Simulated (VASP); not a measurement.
Here is a VASP 6.6.1 calculation.

Contents of INCAR:

```
SYSTEM = KTaO3
ALGO = Normal ; EDIFF = 1E-8
ENCUT = 520 ; GGA = CA
ISIF = 2 ; ISMEAR = -1
LASPH = .True. ; LCHARG = .False.
LEFG = .True. ; LREAL = .False.
LWAVE = .False. ; NBANDS = 27
NELM = 60 ; PREC = Accurate
SIGMA = 0.01
```

Contents of KPOINTS:

```
k-points
0
Gamma
  5 5 5
  0 0 0
```

Contents of POSCAR:

```
KTaO3
1.0
    4.0281830000      0.0000000000      0.0000000000
    0.0000000000      4.0281830000      0.0000000000
    0.0000000000      0.0000000000      3.9883000000
K Ta O
1 1 3
Direct
    0.5000000000      0.5000000000      0.5000000000
    0.0000000000      0.0000000000      0.0000000000
    0.5000000000      0.0000000000      0.0000000000
    0.0000000000      0.5000000000      0.0000000000
    0.0000000000      0.0000000000      0.5000000000
```

Potentials or basis: VASP PAW LDA potentials, release 64 (K_sv, Ta_pv, O).

Launch:

```console
$ cat potpaw_LDA.64/K_sv/POTCAR potpaw_LDA.64/Ta_pv/POTCAR potpaw_LDA.64/O/POTCAR > POTCAR
$ mpirun -np 1 vasp_std > vasp.out
```

**Question.** Predict the pressure.

**Answer.** -8.2 GPa.

**Question.** Predict the band gap on the k mesh.

**Answer.** 2.08 eV (least direct gap 2.59 eV).

Electric field gradients, principal values (V/Å²):
| atom | least | middle | greatest (by size) |
| --- | --- | --- | --- |
| 1 K | 0.485 | 0.485 | -0.969 |
| 2 Ta | 27.121 | 27.121 | -54.243 |
| 3 O | -8.529 | -11.159 | 19.688 |
| 4 O | -8.529 | -11.159 | 19.688 |
| 5 O | -6.810 | -6.810 | 13.620 |

Caveat: the cell differs from its parent crystal (equal xx and yy strain of +1 %); the cell stands under tension; without QUAD_EFG the Cq values of the log hold for a quadrupole moment of 1 mb, not for the nuclei; spin-orbit coupling is left out, which moves the levels of the heavy elements; an odd mesh through Γ misses points on the zone boundary, where band edges can lie.
